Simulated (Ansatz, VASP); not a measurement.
Te2Mo in VASP and in Ansatz

```
Te Mo
1.0
     3.49321    0.00000    0.00000
    -1.74660    3.02521    0.00000
     0.00000    0.00000   37.51612
Te Mo
8 4
Direct
  0.33333 0.66667 0.84938
  0.33333 0.66667 0.23184
  0.66667 0.33333 0.67200
  0.66667 0.33333 0.04531
  0.66667 0.33333 0.76816
  0.66667 0.33333 0.14156
  0.33333 0.66667 0.95469
  0.33333 0.66667 0.32800
  0.33333 0.66667 0.72002
  0.33333 0.66667 0.09343
  0.66667 0.33333 0.90657
  0.66667 0.33333 0.27998
```

Alike in both runs: task single point; functional PBEsol; k mesh 9 × 9 × 1; occupations gaussian, width 0.05 eV; no spin polarisation.

```csv
,VASP,Ansatz
version,VASP 6.6.1,Ansatz 0.2.0
potentials or method,"VASP PAW PBE potentials, release 64 (Te, Mo_sv), cutoff 520 eV","scalar-relativistic, plane waves, PAW"
valence electrons in the cell,104,184
```

```tsv
	VASP	Ansatz	Ansatz less VASP
gap on the k mesh at the Fermi level (eV)	0.60	0.60	+0.001
least direct gap on the mesh (eV)	0.94	0.95	+0.006
rms of the force components (eV/Å)	0.575	0.576	+0.0013
```

VASP's potentials were made for PBE, not for PBEsol, and Ansatz warns of the same on its side. Atom by atom the forces differ by 0.014 eV/Å (rms over components). With one functional, cell and mesh, what is left measures potentials, basis and numerics. VASP's potentials hold 104 valence electrons a cell and Ansatz's 184, so a difference there can come from the potentials and not from the codes. Ansatz's warnings: xc potential rough in thin density.

Neither program's run includes spin-orbit coupling.
